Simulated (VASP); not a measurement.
# HfN: single point with PBE

Crystal: HfN.

```xyz
2
Lattice="0.0000 2.4330 2.2738 2.2738 0.0000 2.2738 2.2738 2.4330 0.0000" Properties=species:S:1:pos:R:3 pbc="T T T"
Hf    0.0000    0.0049    0.0000
N     2.2738    2.3707    2.2738
```

This cell differs from its parent crystal: mode 5 frozen in at -0.058 Å, normal strain along y +0.0700.

```
Program                : VASP 6.6.1
Task                   : single point
Functional             : PBE
Potentials or basis    : VASP PAW PBE potentials, release 64 (Hf_pv, N)
Cutoff                 : 520 eV
k mesh                 : 16 × 16 × 16
Occupations            : gaussian, width 0.15 eV
Spin                   : no spin polarisation
Dipole correction      : no
Further INCAR settings : ALGO = Normal; EDIFF = 1e-07; NBANDS = 14
```

The pressure is -14.9 GPa. The largest force is 0.277 eV/Å.

Forces on the atoms (eV/Å):
```
Hf   0.000 -0.277  0.000
N    0.000  0.277  0.000
```

Stress tensor (GPa, compression positive):
```
 -8.86   0.00   0.00
  0.00 -27.07   0.00
  0.00   0.00  -8.86
```

Levels at points of the mesh, in eV from the Fermi level:
```csv
k point,band 4,band 5,band 6,band 7,band 8,band 9,band 10,band 11,band 12,band 13
"(0.00, 0.00, 0.00)",-17.03,-3.14,-2.91,-2.91,-0.76,0.00,0.00,0.13,2.20,2.32
"(0.50, 0.00, 0.00)",-14.73,-8.40,-5.83,-5.79,2.88,3.12,3.45,3.97,6.90,8.50
"(0.50, 0.50, 0.00)",-15.97,-5.19,-4.00,-3.82,-3.11,3.19,4.37,5.09,5.32,7.24
"(0.50, 0.00, 0.50)",-16.04,-5.75,-3.46,-3.46,-3.35,3.66,4.62,4.80,4.80,6.45
```

It took 98 s on 1 thread of Intel Xeon 6975P-C, on a shared host, peak memory 0.26 GiB.

Caveat: the cell differs from its parent crystal (mode 5 frozen in at -0.058 Å, normal strain along y +0.0700); spin-orbit coupling is left out, which moves the levels of the heavy elements.
